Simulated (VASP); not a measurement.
Wanted: the native input for a VASP 6.6.1 run.

* Task: single point
* Functional: LDA
* Potentials or basis: VASP PAW LDA potentials, release 64 (Ga_d, P)
* Cutoff: 500 eV
* k mesh: 14 × 14 × 14
* Occupations: fermi-dirac, width 0.1 eV
* Spin: no spin polarisation
* Dipole correction: no
* Further INCAR settings: ALGO = Normal; EDIFF = 1e-06; NBANDS = 16

The structure of GaP (rocksalt type) lies in POSCAR:

```
GaP
1.0
    0.0000000000      2.3443501193      2.3443501193
    2.3443501193      0.0000000000      2.3443501193
    2.3443501193      2.3443501193      0.0000000000
Ga P
1 1
Direct
    0.0000000000      0.0000000000      0.0000000000
    0.5000000000      0.5000000000      0.5000000000
```

These files were run (other wordings do the same):

INCAR

```
SYSTEM = GaP
PREC = Accurate
ENCUT = 500
EDIFF = 1E-6
ISMEAR = -1
SIGMA = 0.1
LREAL = .False.
LASPH = .True.
NELM = 120
ALGO = Normal
ISIF = 2
LWAVE = .False.
LCHARG = .False.
GGA = CA
NBANDS = 16
GGA_COMPAT = .False.
```

KPOINTS

```
Automatic mesh
0
Gamma
  14 14 14
  0 0 0
```

Potentials or basis: VASP PAW LDA potentials, release 64 (Ga_d, P).

Launch:

```console
$ cat potpaw_LDA.64/Ga_d/POTCAR potpaw_LDA.64/P/POTCAR > POTCAR
$ mpirun -np 1 vasp_std > vasp.out
```

It gave:

The pressure is 38.8 GPa. The band gap on the k mesh is zero (bands 9 and 10 overlap by 3.59 eV).

Caveat: the cell stands under pressure.

It took 24 s on 1 thread of Intel(R) Xeon(R) Platinum 8259CL CPU @ 2.50GHz (Skylake/Cascade Lake), on a shared host, peak memory 0.15 GiB.
